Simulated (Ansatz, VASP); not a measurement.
## TaTe: VASP beside Ansatz

```xyz
2
Lattice="0.0000 3.1599 3.2547 3.1599 0.0000 3.2547 3.1599 3.1599 0.0000" Properties=species:S:1:pos:R:3 pbc="T T T"
Ta    0.0000    0.0000    0.0000
Te    1.5800    1.5800    1.6274
```

Change from the starting cell: strain e3 = +0.03, atoms carried along.

Alike in both runs: task single point; functional PBE; k mesh 10 × 10 × 10; occupations gaussian, width 0.05 eV; collinear spin.

|  | VASP | Ansatz |
| --- | --- | --- |
| version | VASP 6.6.1 | Ansatz 0.2.0 |
| potentials or method | VASP PAW PBE potentials, release 64 (Ta_pv, Te), cutoff 520 eV | scalar-relativistic, plane waves, PAW |
| valence electrons in the cell | 17 | 29 |

|  | VASP | Ansatz | Ansatz less VASP |
| --- | --- | --- | --- |
| gap on the k mesh at the Fermi level (eV) | none | none | - |
| pressure (GPa) | -1.7 | -1.7 | 0.00 |
| traceless stress, the component that is largest in VASP (GPa) | -0.10 | -0.10 | -0.001 |
| net moment per atom (μB) | 1.10 | 1.10 | +0.002 |
| size of the moment on the site where the two differ most (μB) | 1.48 | 1.35 | -0.132 |

Site moments also hang on the region over which each program counts them. A gap of «none» marks a metal or a gap that the smearing closes. The functional is the same, so the differences come from potentials, cutoffs and numerics. VASP's potentials hold 17 valence electrons a cell and Ansatz's 29, so a difference there can come from the potentials and not from the codes.

Neither program's run includes spin-orbit coupling.
